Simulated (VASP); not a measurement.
Cu, 2 atoms in the cell. It takes space group P6_3/mmc (No. 194, hexagonal). The conventional cell has a = 2.548 Å, b = 2.548 Å, c = 4.510 Å, α = 90.00°, β = 90.00°, γ = 120.00°. Within 3.4 Å of Cu (site symmetry -6m2) lie 12 Cu at 2.55 to 2.69 Å. This isn't the form of Cu at room conditions, which is fcc.

* Program: VASP 6.6.1
* Task: single point
* Functional: PBEsol
* Potentials or basis: VASP PAW PBE potentials, release 64 (Cu)
* Cutoff: 520 eV
* k mesh: 24 × 24 × 12
* Occupations: gaussian, width 0.15 eV
* Spin: no spin polarisation
* Dipole correction: no
* Further INCAR settings: ALGO = Fast; EDIFF = 1e-07; NBANDS = 18

Potentials or basis: VASP PAW PBE potentials, release 64 (Cu).

Run with:

```sh
$ cat potpaw_PBE.64/Cu/POTCAR > POTCAR
$ mpirun -np 1 vasp_std > vasp.out
```

Hardware: 1 thread of Intel(R) Xeon(R) 6975P-C (Granite Rapids) (shared host).

**Question.** Estimate the wall time of this run.

**Answer.** Wall time 90 s on 1 thread of Intel(R) Xeon(R) 6975P-C (Granite Rapids), with other jobs on the host, peak memory 0.26 GiB. Counts: scf iterations 16, k points 427.
